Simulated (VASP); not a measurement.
# PtSe2 (P-3m1) in VASP: notebook, part 2 of 2

VASP 6.6.1. The steps go on from the part before.

## (4) Single point, PBE

This run uses another cell than the first one, of the same volume but with other edges.

Contents of INCAR:

```
PREC = Accurate
ENCUT = 520
EDIFF = 1E-6
ISMEAR = 0
SIGMA = 0.05
LREAL = False
LASPH = True
NELM = 80
ALGO = Normal
ISIF = 2
LWAVE = False
LCHARG = False
GGA = PE
NBANDS = 18
```

Contents of KPOINTS:

```
regular mesh
0
Gamma
  12 12 6
```

Contents of POSCAR:

```
PtSe2
1.0
    3.8573978361      0.0000000000      0.0000000000
   -1.9286989181      3.3406045186      0.0000000000
    0.0000000000      0.0000000000      6.1739638606
Pt Se
1 2
Direct
    0.0000000000      0.0000000000      0.0000000000
    0.3333333333      0.6666666667      0.2001869949
    0.6666666667      0.3333333333      0.7998130051
```

Potentials or basis: VASP PAW PBE potentials, release 64 (Pt, Se).

Launch:

```
$ cat potpaw_PBE.64/Pt/POTCAR potpaw_PBE.64/Se/POTCAR > POTCAR
$ mpirun -np 1 vasp_std > vasp.out
```

OUTCAR:

```text
PREC = Accurate
   ENCUT = 520
   EDIFF = 1E-6
   ISMEAR = 0
   LREAL = False
   LASPH = True
   NELM = 80
   ISIF = 2
   GGA = PE

 ion  position               nearest neighbor table
   1  0.000  0.000  0.000-   2 2.55   3 2.55   3 2.55   2 2.55   3 2.55   2 2.55
   2  0.333  0.667  0.200-   1 2.55   1 2.55   1 2.55
   3  0.667  0.333  0.800-   1 2.55   1 2.55   1 2.55

  LATTYP: Found a hexagonal cell.
 ALAT       =     3.8573978361
 C/A-ratio  =     1.6005514917

  Lattice vectors:

 A1 = (   3.8573978361,   0.0000000000,   0.0000000000)
 A2 = (  -1.9286989181,   3.3406045186,   0.0000000000)
 A3 = (   0.0000000000,   0.0000000000,   6.1739638606)

Analysis of symmetry for initial positions (statically):
=====================================================================
 Subroutine PRICEL returns:
 Original cell was already a primitive cell.

 Routine SETGRP: Setting up the symmetry group for a
 hexagonal supercell.

 Subroutine GETGRP returns: Found 12 space group operations
 (whereof 12 operations were pure point group operations)
 out of a pool of 24 trial point group operations.

The static configuration has the point symmetry D_3d.

Analysis of symmetry for dynamics (positions and initial velocities):
=====================================================================
 Subroutine PRICEL returns:
 Original cell was already a primitive cell.

 Routine SETGRP: Setting up the symmetry group for a
 hexagonal supercell.

 Subroutine GETGRP returns: Found 12 space group operations
 (whereof 12 operations were pure point group operations)
 out of a pool of 24 trial point group operations.

The dynamic configuration has the point symmetry D_3d.

 Subroutine INISYM returns: Found 12 space group operations
 (whereof 12 operations are pure point group operations),
 and found     1 'primitive' translations

----------------------------------------------------------------------------------------

[... 108 lines left out ...]
   EFERMI =   0.00;   METHOD = LEGACY
   ISMEAR =     0;   SIGMA  =   0.05  broadening in eV -4-tet -1-fermi 0-gaus
   EFERMI_NEDOS =   21; number of points for ismear=-14 and -15
   IALGO  =     38    algorithm
   IMIX   =      4    mixing-type and parameters
     AMIX     =   0.40;   BMIX     =  1.00
     AMIX_MAG =   1.60;   BMIX_MAG =  1.00
  volume/ion in A,a.u.               =      26.52       178.96
  Fermi-wavevector in a.u.,A,eV,Ry     =   1.066566  2.015518 15.477494  1.137564
  Thomas-Fermi vector in A             =   2.202155
   LORBIT       =      0    0 simple, 1 ext, 2 COOP (PROOUT), +10 PAW based schemes
   GGA     = PE    functional components
   LHFCALC =     F    Hartree Fock is set to
   AEXX    =    0.0000 exact exchange contribution
   IVDW    =     0    specifies the selected vdW correction
   LEPSILON=     F    determine dielectric tensor
   LRPA    =     F    only Hartree local field effects (RPA)
 non-spin polarized calculation
 Gauss-broadening in eV      SIGMA  =   0.05
  energy-cutoff  :      520.00
  volume of cell :       79.56
 maximum number of plane-waves:      2165
 NGX is ok and might be reduce to    30

 number of electron      21.9999996 magnetization

 Free energy of the ion-electron system (eV)
  ---------------------------------------------------
  ext. energy  EPLUGINS =         0.00000000
  ---------------------------------------------------
  free energy    TOTEN  =       -14.24872701 eV

  energy without entropy =      -14.24872701  energy(sigma->0) =      -14.24872701

 E-fermi :   3.4429     XC(G=0):  -9.0105

 val. band max:        3.2270522018   @ k =   0.1667   0.0000   0.0000
 cond. band min:       3.7690892161   @ k =   0.0000   0.2500   0.3333
 fundamental gap:      0.5420370142
 Fermi energy:         3.4429295191

 k-point     1 :       0.0000    0.0000    0.0000
  band No.  band energies     occupation
      1     -11.1335      2.00000
      2      -9.1364      2.00000
      3      -2.3344      2.00000
      4      -2.3344      2.00000
      5      -2.1584      2.00000
      6       0.0336      2.00000
[... 481 lines left out ...]
      5      -1.7959      2.00000
      6      -0.4216      2.00000
[... 10 lines left out ...]
     17      11.7985      0.00000
     18      11.8819      0.00000

 [... further k-points ...]
[... 5 lines left out ...]
  --------------------------------------------------------------------------------------
  -------------------------------------------------------------------------------------
  Total       -1.6032631     -1.6032631      0.3121562      0.0000000      0.0000000      0.0000000
  in kB      -32.2873048    -32.2873048      6.2863559      0.0000000      0.0000000      0.0000000
  external PRESSURE =     -19.4294179 kB  Pullay stress =       0.0000000 kB

 VOLUME and BASIS-vectors are now :
 -----------------------------------------------------------------------------
  energy-cutoff  :      520.00
  volume of cell :       79.56
      direct lattice vectors                 reciprocal lattice vectors
     3.857397836  0.000000000  0.000000000     0.259242122  0.149673509  0.000000000
    -1.928698918  3.340604519  0.000000000     0.000000000  0.299347018  0.000000000
     0.000000000  0.000000000  6.173963861     0.000000000  0.000000000  0.161970498

 POSITION                                       TOTAL-FORCE (eV/Angst)
 -----------------------------------------------------------------------------------
      0.00000      0.00000      0.00000        -0.000000      0.000000      0.000000
     -0.00000      2.22707      1.23595        -0.000000      0.000000      0.143420
      1.92870      1.11353      4.93802         0.000000     -0.000000     -0.143420
 -----------------------------------------------------------------------------------
    total drift:                               -0.000000      0.000000      0.000000

  FREE ENERGIE OF THE ION-ELECTRON SYSTEM (eV)
  ---------------------------------------------------
  free  energy   TOTEN  =       -14.2487270082 eV

  energy  without entropy=      -14.2487270082  energy(sigma->0) =      -14.24872701
```

OSZICAR:

```text
N       E                     dE             d eps       ncg     rms          rms(c)
DAV:   1     0.114523580284E+03    0.11452E+03   -0.96151E+03  3616   0.104E+03
DAV:   2    -0.901460433538E+01   -0.12354E+03   -0.11929E+03  4512   0.203E+02
DAV:   3    -0.150388711701E+02   -0.60243E+01   -0.59834E+01  4332   0.455E+01
DAV:   4    -0.150988834911E+02   -0.60012E-01   -0.59986E-01  4448   0.491E+00
DAV:   5    -0.150997518320E+02   -0.86834E-03   -0.86831E-03  4452   0.561E-01    0.113E+01
DAV:   6    -0.145072983752E+02    0.59245E+00   -0.47319E+00  3716   0.197E+01    0.678E+00
DAV:   7    -0.142658243359E+02    0.24147E+00   -0.92997E-01  3692   0.919E+00    0.335E+00
DAV:   8    -0.142518506232E+02    0.13974E-01   -0.63781E-02  4084   0.157E+00    0.781E-01
DAV:   9    -0.142483995186E+02    0.34511E-02   -0.10019E-02  4068   0.952E-01    0.198E-01
DAV:  10    -0.142486983629E+02   -0.29884E-03   -0.18218E-03  4038   0.237E-01    0.481E-02
DAV:  11    -0.142487203849E+02   -0.22022E-04   -0.70758E-05  4540   0.723E-02    0.284E-02
DAV:  12    -0.142487264513E+02   -0.60664E-05   -0.25918E-05  3822   0.341E-02    0.324E-03
DAV:  13    -0.142487270082E+02   -0.55690E-06   -0.14443E-06  3908   0.757E-03
   1 F= -.14248727E+02 E0= -.14248727E+02  d E =-.218262E-11
```

It took 2.9 min on 1 thread of Intel Xeon Platinum 8259CL at 2.50GHz (Skylake/Cascade Lake), shared host; peak memory 0.29 GiB.

Results:

| Quantity | Value |
| --- | --- |
| Free energy | -14.2487 eV |
| Pressure | -1.9 GPa |
| Largest force | 0.143 eV/Å |
| Band gap on the k mesh | 0.54 eV, indirect (least direct gap 0.79 eV) |

Forces in eV/Å, atoms in the order of the input:
```
Pt   0.000  0.000  0.000
Se   0.000  0.000  0.143
Se   0.000  0.000 -0.143
```

Stress tensor (GPa, compression positive):
```
-3.23  0.00  0.00
 0.00 -3.23  0.00
 0.00  0.00  0.63
```

Levels at points of the mesh, in eV from the valence-band top:
| k point | band 8 | band 9 | band 10 | band 11 | band 12 | band 13 | band 14 | band 15 |
| --- | --- | --- | --- | --- | --- | --- | --- | --- |
| (0.00, 0.00, 0.00) | -1.65 | -0.66 | -0.66 | -0.22 | 2.27 | 2.27 | 3.80 | 4.85 |
| (0.50, 0.00, 0.00) | -2.75 | -2.58 | -2.31 | -1.92 | 1.54 | 2.28 | 4.42 | 5.90 |
| (0.00, 0.00, 0.50) | -1.49 | -1.35 | -0.70 | -0.70 | 2.37 | 2.37 | 4.99 | 5.34 |
| (0.50, 0.00, 0.50) | -2.75 | -2.51 | -2.40 | -1.30 | 1.69 | 2.06 | 4.32 | 5.56 |

Caveat: spin-orbit coupling is left out, which moves the levels of the heavy elements; this functional lacks dispersion, which binds the layers, so the pressure and a relaxed spacing across them are unreliable.

## (5) The runs side by side

```tsv
cell	gap on the mesh (eV)	pressure (GPa)	largest force (eV/Å)
a = 3.961, b = 3.961, c = 5.857 Å, angles 90.0, 90.0, 120.0°, 3 atoms	0.36	-3.9	0.23
a = 3.530, b = 3.530, c = 7.370 Å, angles 90.0, 90.0, 120.0°, 3 atoms	0.64	3.2	0.45
a = 3.857, b = 3.857, c = 6.174 Å, angles 90.0, 90.0, 120.0°, 3 atoms	0.54	-1.9	0.14
```

Alike in all rows: task single point; level PBE; potentials or basis VASP PAW PBE potentials, release 64 (Pt, Se); no spin polarisation; k mesh 12 × 12 × 6; cutoff (eV) 520; smearing gaussian 0.05 eV.

Caveats: spin-orbit coupling is left out, which moves the levels of the heavy elements; this functional lacks dispersion, which binds the layers, so the pressure and a relaxed spacing across them are unreliable.

Total energies depend on the potentials used, so only differences within one code and one set of settings carry meaning.
